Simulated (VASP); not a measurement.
A run of VASP 6.6.1 is set up as follows.

Contents of INCAR:

```
PREC = Accurate ; ENCUT = 520
EDIFF = 1E-6 ; ISMEAR = -1
SIGMA = 0.06122561905347299 ; LREAL = F
LASPH = T ; NELM = 100
ALGO = Normal ; ISIF = 2
LWAVE = F ; LCHARG = F
GGA = PE ; NBANDS = 23
```

File KPOINTS:

```
regular mesh
0
Gamma
  9 9 9
```

Contents of POSCAR:

```
CeO3
1.0
    4.4236909275      0.0000000000      0.0000000000
    0.0000000000      4.4236909275      0.0000000000
    0.0000000000      0.0000000000      4.4236909275
Ce O
1 3
Direct
    0.0000000000      0.0000000000      0.0000000000
    0.5000000000      0.0000000000      0.0000000000
    0.0000000000      0.5000000000      0.0000000000
    0.0000000000      0.0000000000      0.5000000000
```

Potentials or basis: VASP PAW PBE potentials, release 64 (Ce, O).

Launch:

```bash
$ cat potpaw_PBE.64/Ce/POTCAR potpaw_PBE.64/O/POTCAR > POTCAR
$ mpirun -np 1 vasp_std > vasp.out
```

Q: What does it give for the pressure?

A: -2.6 GPa.

Q: Estimate the band gap on the k mesh.

A: Zero (band 15 reaches -1.05 eV, above the bottom of band 16 at -1.53 eV).

Caveat: spin-orbit coupling is left out, which moves the levels of the heavy elements; the run has no spin polarisation, though such a crystal can be magnetic; without U or exact exchange the open f shell lies at the Fermi level, which spoils levels, moments and volumes. Spin polarisation is off, so any magnetic state and its effect on volume and gap are missing.
